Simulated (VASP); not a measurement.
# NbTe (Pm-3m) in VASP: settings compared

The runs below take NbTe through single point, with PBE+D3(BJ), PBE+D4, PBE.

Everything below comes from runs of VASP 6.6.1. Logs are shortened: lines on timing, memory, paths and dates and some standing lists are left out, and cuts for length are marked.

## 1. The cell of the first run

The structure is cubic, space group Pm-3m (No. 221). The conventional cell has a = 3.377 Å, b = 3.377 Å, c = 3.377 Å, α = 90.00°, β = 90.00°, γ = 90.00°. Within 3.9 Å of Nb (site symmetry m-3m) lie 8 Te at 2.92 Å and 6 Nb at 3.38 Å. Within 3.9 Å of Te (site symmetry m-3m) lie 8 Nb at 2.92 Å and 6 Te at 3.38 Å.

## 2. Single point, PBE+D3(BJ)

Contents of INCAR:

```
SYSTEM = NbTe
ALGO = Normal
EDIFF = 1E-6
ENCUT = 520
GGA = PE
ISIF = 2
ISMEAR = -1
IVDW = 12
LASPH = .TRUE.
LCHARG = .FALSE.
LREAL = .FALSE.
LWAVE = .FALSE.
NBANDS = 16
NELM = 60
PREC = Accurate
SIGMA = 0.05
```

Contents of KPOINTS:

```
k-points
0
G
  8 8 8
  0 0 0
```

Contents of POSCAR:

```
NbTe
1.0
    3.3773728098      0.0000000000      0.0000000000
    0.0000000000      3.3773728098      0.0000000000
    0.0000000000      0.0000000000      3.3773728098
Nb Te
1 1
Direct
    0.5000000000      0.5000000000      0.5000000000
    0.0000000000      0.0000000000      0.0000000000
```

Potentials or basis: VASP PAW PBE potentials, release 64 (Nb_sv, Te).

Command:

```console
> cat potpaw_PBE.64/Nb_sv/POTCAR potpaw_PBE.64/Te/POTCAR > POTCAR
> mpirun -np 1 vasp_std > vasp.out
```

OUTCAR:

```text
SYSTEM = NbTe
   EDIFF = 1E-6
   ENCUT = 520
   GGA = PE
   ISIF = 2
   ISMEAR = -1
   IVDW = 12
   LASPH = .TRUE.
   LREAL = .FALSE.
   NELM = 60
   PREC = Accurate
 IVDW          = 12

 ion  position               nearest neighbor table
   1  0.500  0.500  0.500-   2 2.92   2 2.92   2 2.92   2 2.92   2 2.92   2 2.92   2 2.92   2 2.92

   2  0.000  0.000  0.000-   1 2.92   1 2.92   1 2.92   1 2.92   1 2.92   1 2.92   1 2.92   1 2.92

  LATTYP: Found a simple cubic cell.
 ALAT       =     3.3773728098

  Lattice vectors:

 A1 = (   3.3773728098,   0.0000000000,   0.0000000000)
 A2 = (   0.0000000000,   3.3773728098,   0.0000000000)
 A3 = (   0.0000000000,   0.0000000000,   3.3773728098)

Analysis of symmetry for initial positions (statically):
=====================================================================
 Subroutine PRICEL returns:
 Original cell was already a primitive cell.

 Routine SETGRP: Setting up the symmetry group for a
 simple cubic supercell.

 Subroutine GETGRP returns: Found 48 space group operations
 (whereof 48 operations were pure point group operations)
 out of a pool of 48 trial point group operations.

The static configuration has the point symmetry O_h .

Analysis of symmetry for dynamics (positions and initial velocities):
=====================================================================
 Subroutine PRICEL returns:
 Original cell was already a primitive cell.

 Routine SETGRP: Setting up the symmetry group for a
 simple cubic supercell.

 Subroutine GETGRP returns: Found 48 space group operations
 (whereof 48 operations were pure point group operations)
 out of a pool of 48 trial point group operations.

The dynamic configuration has the point symmetry O_h .

 Subroutine INISYM returns: Found 48 space group operations
 (whereof 48 operations are pure point group operations),
 and found     1 'primitive' translations

----------------------------------------------------------------------------------------

                                     Primitive cell

  volume of cell :      38.5245

  direct lattice vectors                    reciprocal lattice vectors
     3.377372810  0.000000000  0.000000000     0.296088130  0.000000000  0.000000000
     0.000000000  3.377372810  0.000000000     0.000000000  0.296088130  0.000000000
     0.000000000  0.000000000  3.377372810     0.000000000  0.000000000  0.296088130
[... 82 lines left out ...]
   ENCUT  =  520.0 eV  38.22 Ry    6.18 a.u.   6.28  6.28  6.28*2*pi/ulx,y,z
   NELM   =     60;   NELMIN=  2; NELMDL= -5     # of ELM steps
   EDIFF  = 0.1E-05   stopping-criterion for ELM
   LREAL  =      F    real-space projection
   EDIFFG = 0.1E-04   stopping-criterion for IOM
   NSW    =      0    number of steps for IOM
   IBRION =     -1    ionic relax: 0-MD 1-quasi-New 2-CG
   NFREE  =      0    steps in history (QN), initial steepest desc. (CG)
   ISIF   =      2    stress and relaxation
   ISYM   =      2    0-nonsym 1-usesym 2-fastsym
   POTIM  = 0.5000    time-step for ionic-motion
   TEBEG  =    0.0;   TEEND  =   0.0 temperature during run
   PSTRESS=    0.0 pullay stress
   NELECT =      19.0000    total number of electrons
   NUPDOWN=      -1.0000    fix difference up-down
   EMIN   =  10.00;   EMAX   =-10.00  energy-range for DOS
   EFERMI =   0.00;   METHOD = LEGACY
   ISMEAR =    -1;   SIGMA  =   0.05  broadening in eV -4-tet -1-fermi 0-gaus
   EFERMI_NEDOS =   21; number of points for ismear=-14 and -15
   IALGO  =     38    algorithm
   IMIX   =      4    mixing-type and parameters
     AMIX     =   0.40;   BMIX     =  1.00
     AMIX_MAG =   1.60;   BMIX_MAG =  1.00
  volume/ion in A,a.u.               =      19.26       129.99
  Fermi-wavevector in a.u.,A,eV,Ry     =   1.293442  2.444251 22.762448  1.672993
  Thomas-Fermi vector in A             =   2.425087
   LORBIT       =      0    0 simple, 1 ext, 2 COOP (PROOUT), +10 PAW based schemes
   GGA     = PE    functional components
   LHFCALC =     F    Hartree Fock is set to
   AEXX    =    0.0000 exact exchange contribution
   IVDW    =    12    specifies the selected vdW correction
   LEPSILON=     F    determine dielectric tensor
   LRPA    =     F    only Hartree local field effects (RPA)
 non-spin polarized calculation
  energy-cutoff  :      520.00
  volume of cell :       38.52
 maximum number of plane-waves:      1064
 NGX is ok and might be reduce to    28
   NGX = 13   NGY = 13   NGZ = 13

 number of electron      18.9999999 magnetization

 Free energy of the ion-electron system (eV)
  ---------------------------------------------------
  ext. energy  EPLUGINS =         0.00000000
  ---------------------------------------------------
  free energy    TOTEN  =       -13.46666902 eV

  energy without entropy =      -13.44810857  energy(sigma->0) =      -13.45738879

 E-fermi :  12.7469     XC(G=0): -12.0207

 val. band max:       12.6985583497   @ k =   0.3750   0.3750   0.3750
 cond. band min:      12.7597443015   @ k =   0.2500   0.0000   0.0000
 fundamental gap:      0.0611859517
 Fermi energy:        12.7469338065

 k-point     1 :       0.0000    0.0000    0.0000
  band No.  band energies     occupation
      1     -42.4650      2.00000
      2     -18.4842      2.00000
      3     -18.4842      2.00000
      4     -18.4842      2.00000
      5      -1.9412      2.00000
      6       9.8908      2.00000
[... 433 lines left out ...]
      3     -18.6421      2.00000
      4     -18.4740      2.00000
      5       0.5786      2.00000
      6       6.4557      2.00000
[... 8 lines left out ...]
     15      20.4178      0.00000
     16      21.2805      0.00000

 [... further k-points ...]

------------------------ aborting loop because EDIFF is reached ----------------------------------------

 Edisp (eV)   -1.44124

 E8    (eV) :    -0.6754

  FORCE on cell =-STRESS in cart. coord.  units (eV):
  Direction    XX          YY          ZZ          XY          YZ          ZX
  --------------------------------------------------------------------------------------
  -------------------------------------------------------------------------------------
  Total      -0.05581    -0.05581    -0.05581    -0.00000    -0.00000     0.00000
  in kB      -2.32118    -2.32118    -2.32118    -0.00000    -0.00000     0.00000
  external pressure =       -2.32 kB  Pullay stress =        0.00 kB

 VOLUME and BASIS-vectors are now :
 -----------------------------------------------------------------------------
  energy-cutoff  :      520.00
  volume of cell :       38.52
      direct lattice vectors                 reciprocal lattice vectors
     3.377372810  0.000000000  0.000000000     0.296088130  0.000000000  0.000000000
     0.000000000  3.377372810  0.000000000     0.000000000  0.296088130  0.000000000
     0.000000000  0.000000000  3.377372810     0.000000000  0.000000000  0.296088130

 POSITION                                       TOTAL-FORCE (eV/Angst)
 -----------------------------------------------------------------------------------
      1.68869      1.68869      1.68869         0.000000      0.000000      0.000000
      0.00000      0.00000      0.00000         0.000000      0.000000      0.000000
 -----------------------------------------------------------------------------------
    total drift:                                0.000000      0.000000      0.000000

  FREE ENERGIE OF THE ION-ELECTRON SYSTEM (eV)
  ---------------------------------------------------
  free  energy   TOTEN  =       -14.9079061320 eV

  energy  without entropy=      -14.8893456856  energy(sigma->0) =      -14.89862591
```

OSZICAR:

```text
N       E                     dE             d eps       ncg     rms          rms(c)
DAV:   1     0.149163868634E+03    0.14916E+03   -0.94774E+03  1128   0.108E+03
DAV:   2    -0.440181168797E+01   -0.15357E+03   -0.14960E+03  1448   0.377E+02
DAV:   3    -0.136815552251E+02   -0.92797E+01   -0.90928E+01  2080   0.676E+01
DAV:   4    -0.138721309396E+02   -0.19058E+00   -0.18927E+00  1312   0.919E+00
DAV:   5    -0.138786997624E+02   -0.65688E-02   -0.65647E-02  1840   0.176E+00    0.880E+00
DAV:   6    -0.134965245573E+02    0.38218E+00   -0.12207E+00  1640   0.979E+00    0.449E+00
DAV:   7    -0.134730792348E+02    0.23445E-01   -0.68578E-02  1312   0.179E+00    0.205E+00
DAV:   8    -0.134665666761E+02    0.65126E-02   -0.21955E-02  1632   0.116E+00    0.317E-01
DAV:   9    -0.134666368247E+02   -0.70149E-04   -0.15058E-03  1544   0.295E-01    0.210E-01
DAV:  10    -0.134666762197E+02   -0.39395E-04   -0.37339E-04  1496   0.199E-01    0.140E-02
DAV:  11    -0.134666698900E+02    0.63297E-05   -0.24268E-05  1648   0.496E-02    0.119E-02
DAV:  12    -0.134666690162E+02    0.87381E-06   -0.94544E-07  1016   0.129E-02
   1 F= -.14907906E+02 E0= -.14898626E+02  d E =-.185604E-01
```

stdout:

```text
POSCAR found type information on POSCAR NbTe
 POSCAR found :  2 types and       2 ions
 scaLAPACK will be used
 LDA part: xc-table for (Slater+PW92), standard interpolation
 POSCAR, INCAR and KPOINTS ok, starting setup
 FFT: planning ... GRIDC
 FFT: planning ... GRID_SOFT
 FFT: planning ... GRID
 WAVECAR not read
 entering main loop
```

Run time: 12 s. Hardware: 1 thread of Intel Xeon 6975P-C, shared host; peak memory 0.18 GiB.

Results:

```yaml
Free_energy: -14.9079 eV
Pressure: -0.2 GPa
Dispersion_energy_per_atom: -0.721 eV
```

Caveat: spin-orbit coupling is left out, which moves the levels of the heavy elements; pairwise dispersion overbinds metals, which lowers pressure and volume.

## 3. Single point, PBE+D4

This run uses another cell than the first one, of 19.52 Å³/atom, 1.013 times its volume.

Contents of INCAR:

```
SYSTEM = NbTe
PREC = Accurate
ENCUT = 520
EDIFF = 1E-7
ISMEAR = -1
SIGMA = 0.05
LREAL = .False.
LASPH = .True.
NELM = 80
ALGO = Normal
ISIF = 2
LWAVE = .False.
LCHARG = .False.
GGA = PE
IVDW = 13
NBANDS = 16
```

Contents of KPOINTS:

```
Automatic mesh
0
Gamma
  8 8 8
  0 0 0
```

Contents of POSCAR:

```
NbTe
1.0
    3.3923822389      0.0000000000      0.0000000000
    0.0000000000      3.3923822389      0.0000000000
    0.0000000000      0.0000000000      3.3923822389
Nb Te
1 1
Direct
    0.5000000000      0.5000000000      0.5000000000
    0.0000000000      0.0000000000      0.0000000000
```

Potentials or basis: VASP PAW PBE potentials, release 64 (Nb_sv, Te).

Command:

```console
> cat potpaw_PBE.64/Nb_sv/POTCAR potpaw_PBE.64/Te/POTCAR > POTCAR
> mpirun -np 1 vasp_std > vasp.out
```

Run time: 13 s. Hardware: 1 thread of Intel Xeon 6975P-C, shared host; peak memory 0.17 GiB.

Results (log left out):

* Free energy: -14.5354 eV
* Pressure: -0.2 GPa
* Dispersion energy per atom: -0.526 eV

Levels at points of the mesh, in eV from the Fermi level:
| k point | band 5 | band 6 | band 7 | band 8 | band 9 | band 10 | band 11 | band 12 | band 13 | band 14 |
| --- | --- | --- | --- | --- | --- | --- | --- | --- | --- | --- |
| (0.00, 0.00, 0.00) | -14.60 | -2.80 | -2.80 | -1.20 | -1.20 | -1.20 | 1.08 | 1.08 | 1.08 | 3.87 |
| (0.50, 0.00, 0.00) | -12.76 | -8.02 | -2.89 | -2.89 | -2.02 | 1.23 | 2.36 | 4.45 | 5.00 | 5.00 |
| (0.50, 0.50, 0.00) | -12.18 | -5.67 | -5.67 | -2.72 | -0.40 | -0.40 | 0.67 | 1.32 | 2.59 | 4.20 |
| (0.50, 0.50, 0.50) | -10.30 | -6.64 | -6.64 | -6.64 | 2.08 | 2.08 | 2.08 | 2.71 | 2.71 | 5.03 |

Caveat: spin-orbit coupling is left out, which moves the levels of the heavy elements; pairwise dispersion overbinds metals, which lowers pressure and volume.

## 4. Single point, PBE

This run uses another cell than the first one, of 20.10 Å³/atom, 1.044 times its volume.

Contents of INCAR:

```
SYSTEM = NbTe
  PREC = Accurate
  ENCUT = 520
  EDIFF = 1E-7
  ISMEAR = 0
  SIGMA = 0.025
  LREAL = .FALSE.
  LASPH = .TRUE.
  NELM = 60
  ALGO = Normal
  ISIF = 2
  LWAVE = .FALSE.
  LCHARG = .FALSE.
  GGA = PE
  NBANDS = 16
```

Contents of KPOINTS:

```
Automatic mesh
0
G
  8 8 8
  0 0 0
```

Contents of POSCAR:

```
NbTe
1.0
    3.4257000000      0.0000000000      0.0000000000
    0.0000000000      3.4257000000      0.0000000000
    0.0000000000      0.0000000000      3.4257000000
Nb Te
1 1
Direct
    0.5000000000      0.5000000000      0.5000000000
    0.0000000000      0.0000000000      0.0000000000
```

Command:

```console
> cat potpaw_PBE.64/Nb_sv/POTCAR potpaw_PBE.64/Te/POTCAR > POTCAR
> mpirun -np 1 vasp_std > vasp.out
```

Run time: 16 s. Hardware: 1 thread of Intel Xeon 6975P-C, shared host; peak memory 0.17 GiB.

The run converged. Its results:

| Quantity | Value |
| --- | --- |
| Free energy | -13.4874 eV |
| Pressure | -0.3 GPa |

Levels at points of the mesh, in eV from the Fermi level:
```tsv
k point	band 6	band 7	band 8	band 9	band 10	band 11	band 12	band 13
(0.00, 0.00, 0.00)	-2.65	-2.65	-1.20	-1.20	-1.20	1.06	1.06	1.06
(0.50, 0.00, 0.00)	-7.81	-2.80	-2.80	-1.90	1.21	2.28	4.52	4.79
(0.50, 0.50, 0.00)	-5.54	-5.54	-2.61	-0.36	-0.36	0.61	1.21	2.50
(0.50, 0.50, 0.50)	-6.42	-6.42	-6.42	2.06	2.06	2.06	2.61	2.61
```

Caveat: spin-orbit coupling is left out, which moves the levels of the heavy elements.

## 5. Overview

| level | cell | smearing | gap on the mesh (eV) | pressure (GPa) |
| --- | --- | --- | --- | --- |
| PBE+D3(BJ) | a = 3.377 Å, 2 atoms | fermi-dirac 0.05 eV | none | -0.2 |
| PBE+D4 | a = 3.392 Å, 2 atoms | fermi-dirac 0.05 eV | none | -0.2 |
| PBE | a = 3.426 Å, 2 atoms | gaussian 0.025 eV | none | -0.3 |

Alike in all rows: task single point; potentials or basis VASP PAW PBE potentials, release 64 (Nb_sv, Te); no spin polarisation; k mesh 8 × 8 × 8; cutoff (eV) 520.

Caveats: spin-orbit coupling is left out, which moves the levels of the heavy elements; pairwise dispersion overbinds metals, which lowers pressure and volume (some runs).

Total energies depend on the potentials used, so only differences within one code and one set of settings carry meaning.
